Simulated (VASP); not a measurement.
Set up this calculation in VASP 6.6.1, as the native input.

```yaml
Task: single point
Functional: PBE
Potentials_or_basis: VASP PAW PBE potentials, release 64 (Y_sv)
Cutoff: 520 eV
k_mesh: 14 × 14 × 10
Occupations: gaussian, width 0.1 eV
Spin: no spin polarisation
Dipole_correction: no
Further_INCAR_settings: ALGO = Fast; EDIFF = 1e-06; NBANDS = 18
```

The structure of Y lies in POSCAR:

```
Y
1.0
    2.5315776662      2.5315776662      0.0000000000
   -2.5315776662      2.5315776662      0.0000000000
    0.0000000000      0.0000000000      5.0631553324
Y
2
Direct
    0.0000000000      0.0000000000      0.0000000000
    0.5000000000      0.5000000000      0.5000000000
```

This isn't the form of Y at room conditions, which is hcp.

The input as run:

INCAR

```
SYSTEM = Y
PREC = Accurate
ENCUT = 520
EDIFF = 1E-6
ISMEAR = 0
SIGMA = 0.1
LREAL = .False.
LASPH = .True.
NELM = 80
ALGO = Fast
ISIF = 2
LWAVE = .False.
LCHARG = .False.
GGA = PE
NBANDS = 18
```

KPOINTS

```
regular mesh
0
Gamma
  14 14 10
  0 0 0
```

Potentials or basis: VASP PAW PBE potentials, release 64 (Y_sv).

Run with:

```bash
$ cat potpaw_PBE.64/Y_sv/POTCAR > POTCAR
$ mpirun -np 1 vasp_std > vasp.out
```

Results of the run:

- Pressure: -0.1 GPa
- Band gap on the k mesh: zero (bands 11 and 12 overlap by 1.50 eV)

It took 4.7 min on 1 thread of Oxide Virtual Turin-like Processor (shared host), peak memory 0.33 GiB.
